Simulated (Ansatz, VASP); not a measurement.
## TaN in VASP and in Ansatz

INCAR

```
SYSTEM = TaN
ALGO     = Normal         ! electronic algorithm
EDIFF    = 1E-7           ! SCF threshold, eV
ENCUT    = 520            ! plane-wave cutoff, eV
GGA      = PE             ! functional
ISIF     = 2              ! what is computed and relaxed
ISMEAR   = -1             ! smearing method
LASPH    = .True.         ! aspherical terms in the spheres
LCHARG   = .False.        ! write CHGCAR
LREAL    = .False.        ! projectors in reciprocal space
LWAVE    = .False.        ! write WAVECAR
NBANDS   = 15             ! bands
NELM     = 60             ! most SCF steps
PREC     = Accurate       ! precision mode
SIGMA    = 0.05           ! smearing width, eV
```

File KPOINTS:

```
k-points
0
Gamma
  10 10 10
  0 0 0
```

Contents of POSCAR:

```
TaN
1.0
    0.0000000000      2.2113230000      2.2113230000
    2.2113230000      0.0000000000      2.2113230000
    2.2113230000      2.2113230000      0.0000000000
Ta N
1 1
Direct
    0.5135260000      0.4842130000      0.5289790000
   -0.0129020000     -0.0147020000      0.0156950000
```

File input.yaml:

```yaml
crystal:
  lattice:
    - [0.0, 2.211323, 2.211323]
    - [2.211323, 0.0, 2.211323]
    - [2.211323, 2.211323, 0.0]
  atoms:
    - { symbol: Ta, position: [0.513526, 0.484213, 0.528979] }
    - { symbol: "N", position: [-0.012902, -0.014702, 0.015695] }
hamiltonian:
  xc: pbe
  pseudopotentials: { kind: paw, azcp: { folder: soft_1 } }
kpoints:
  mp_grid: { grid: [10, 10, 10] }
scf:
  occupations: { method: fermi_dirac, width: 0.05 }
output:
  forces: true
  stress: true
  eigenvalues: true
```

Change from the starting cell: atoms moved at random, drawn with an rms of 0.05 Å.

Alike in both runs: task single point; functional PBE; k mesh 10 × 10 × 10; occupations fermi-dirac, width 0.05 eV; no spin polarisation.

```csv
,VASP,Ansatz
version,VASP 6.6.1,Ansatz 0.2.0
potentials or method,"VASP PAW PBE potentials, release 64 (Ta_pv, N)",Ansatz PAW soft_1
plane-wave cutoff (eV),520,420
valence electrons in the cell,16,18
```

Ansatz gave:

| Quantity | Value |
| --- | --- |
| gap on the k mesh at the Fermi level (eV) | none |
| pressure (GPa) | 0.3 |
| traceless stress, the component that is largest in VASP (GPa) | 1.40 |
| rms of the force components (eV/Å) | 0.473 |

**Question.** Estimate VASP's values.

**Answer.** gap on the k mesh at the Fermi level (eV): none; pressure (GPa): 1.2; traceless stress, the component that is largest in VASP (GPa): 1.43; rms of the force components (eV/Å): 0.473.

Atom by atom the forces differ by 0.000 eV/Å (rms over components). A gap of «none» marks a metal or a gap that the smearing closes. VASP's potentials hold 16 valence electrons a cell and Ansatz's 18, so a difference there can come from the potentials and not from the codes.

Neither program's run includes spin-orbit coupling.
